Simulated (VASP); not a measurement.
Here is a VASP 6.6.1 calculation.

File INCAR:

```
  PREC = Accurate
  ENCUT = 520
  EDIFF = 1E-7
  ISMEAR = 0
  SIGMA = 0.05
  LREAL = False
  LASPH = True
  NELM = 100
  ALGO = Normal
  ISIF = 2
  LWAVE = False
  LCHARG = False
  GGA = PS
  NBANDS = 15
```

Contents of KPOINTS:

```
Automatic mesh
0
Gamma
  6 6 4
```

POSCAR

```
MgI2
1.0
    4.0238110365      0.0000000000      0.0000000000
   -2.0119055183      3.4847225777      0.0000000000
    0.0000000000      0.0000000000      7.3121625487
Mg I
1 2
Direct
    0.0000000000      0.0000000000      0.0000000000
    0.3333333333      0.6666666667      0.7576300000
    0.6666666667      0.3333333333      0.2423700000
```

Potentials or basis: VASP PAW PBE potentials, release 64 (Mg, I).

Run with:

```console
$ cat potpaw_PBE.64/Mg/POTCAR potpaw_PBE.64/I/POTCAR > POTCAR
$ mpirun -np 1 vasp_std > vasp.out
```

Estimate the band gap on the k mesh.

3.24 eV, indirect (least direct gap 3.47 eV).

Predict the pressure.

-0.1 GPa.

Stress tensor (GPa, compression positive):
```
 0.84  0.00  0.00
 0.00  0.84  0.00
 0.00  0.00 -1.87
```

Caveat: the PAW data sets were made with another functional, which shifts forces and pressure a little; spin-orbit coupling is left out, which moves the levels of the heavy elements; this functional lacks dispersion, which binds the layers, so the pressure and a relaxed spacing across them are unreliable. A k mesh can miss the band edges.
